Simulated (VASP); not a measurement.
ZrB2: single point with PBE+D3(BJ)

Crystal: ZrB2.

```
CELL_PARAMETERS angstrom
3.21172 0.00000 0.00000
-1.60586 2.78143 0.00000
0.00000 0.00000 3.57949
ATOMIC_POSITIONS crystal
Zr 0.00000 0.00000 0.00000
B 0.66667 0.33333 0.50000
B 0.33333 0.66667 0.50000
```

| Quantity | Value |
| --- | --- |
| Program | VASP 6.6.1 |
| Task | single point |
| Functional | PBE |
| Dispersion | D3(BJ) |
| Potentials or basis | VASP PAW PBE potentials, release 64 (Zr_sv, B) |
| Cutoff | 520 eV |
| k mesh | 10 × 10 × 8 |
| Occupations | fermi-dirac, width 0.05 eV |
| Spin | no spin polarisation |

* Pressure: -13.6 GPa
* Band gap on the k mesh: zero (band 9 reaches 10.65 eV, above the bottom of band 10 at 9.88 eV)
* Dispersion energy per atom: -0.375 eV

Stress tensor (GPa, compression positive):
```
-14.37   0.00   0.00
  0.00 -14.37   0.00
  0.00   0.00 -12.16
```

Levels at points of the mesh, in eV from the Fermi level:
```tsv
k point	band 6	band 7	band 8	band 9	band 10	band 11	band 12	band 13
(0.00, 0.00, 0.00)	-2.47	-2.47	-2.42	-2.28	3.30	3.30	4.06	4.06
(0.50, 0.00, 0.00)	-8.41	-3.68	-2.93	-2.49	2.24	2.27	4.75	4.80
(0.00, 0.00, 0.50)	-6.77	-0.87	-0.87	0.39	0.39	0.82	0.82	1.82
(0.50, 0.00, 0.50)	-6.87	-4.39	-3.92	-2.01	3.62	3.96	5.09	5.96
```

Wall time 44 s on 1 thread of Intel Xeon 6975P-C (shared host), peak memory 0.18 GiB.

Caveat: pairwise dispersion overbinds metals, which lowers pressure and volume.
